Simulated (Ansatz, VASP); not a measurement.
Two plane-wave programs on Pb

Contents of INCAR:

```
SYSTEM = Pb
  PREC = Accurate
  ENCUT = 520
  EDIFF = 1E-6
  ISMEAR = -1
  SIGMA = 0.1
  LREAL = .FALSE.
  LASPH = .TRUE.
  NELM = 100
  ALGO = Normal
  ISIF = 2
  LWAVE = .FALSE.
  LCHARG = .FALSE.
  GGA = CA
  NBANDS = 28
```

KPOINTS

```
regular mesh
0
G
  8 8 11
  0 0 0
```

Contents of POSCAR:

```
Pb
1.0
    5.2717634335      0.0000000000      0.0000000000
   -2.6358817168      4.5654810561      0.0000000000
    0.0000000000      0.0000000000      3.2028965075
Pb
3
Direct
    0.0000000000      1.0000000000      0.0000000000
    0.3333333333      0.6666666667      0.5000000000
    0.6666666667      0.3333333333      0.5000000000
```

Input for Ansatz:

```yaml
crystal:
  lattice:
    - [5.2717634335, 0.0, 0.0]
    - [-2.6358817168, 4.5654810561, 0.0]
    - [0.0, 0.0, 3.2028965075]
  atoms:
    - { symbol: Pb, position: [0.0, 1.0, 0.0] }
    - { symbol: Pb, position: [0.3333333333, 0.6666666667, 0.5] }
    - { symbol: Pb, position: [0.6666666667, 0.3333333333, 0.5] }
hamiltonian:
  xc: lda
  pseudopotentials:
    kind: paw
    azcp:
      Pb: "pseudopotentials/Pb.paw.azcp"
basis:
  ecutwfc: 420
  fft_grid_basis: typed
kpoints:
  mp_grid: { grid: [8, 8, 11], shift: [0, 0, 0] }
magnetization:
  spin_polarized: false
scf:
  occupations: { method: fermi_dirac, width: 0.1 }
  lower_state_search: "off"
output:
  stress: true
```

Alike in both runs: task single point; functional LDA; k mesh 8 × 8 × 11; occupations fermi-dirac, width 0.1 eV; no spin polarisation.

|  | VASP | Ansatz |
| --- | --- | --- |
| version | VASP 6.6.1 | Ansatz 0.2.0 |
| potentials or method | VASP PAW LDA potentials, release 64 (Pb_d), cutoff 520 eV | plane waves (420 eV) with PAW, scalar-relativistic |
| valence electrons in the cell | 42 | 42 |

```csv
,VASP,Ansatz,Ansatz less VASP
pressure (GPa),9.3,9.2,-0.11
"traceless stress, the component that is largest in VASP (GPa)",-1.73,-1.69,+0.042
```

Ansatz warns that its potentials were made for another functional, while VASP's fit it. LDA's correlation is that of Perdew and Zunger in VASP and of Perdew and Wang (1992) in Ansatz.

Neither program's run includes spin-orbit coupling.
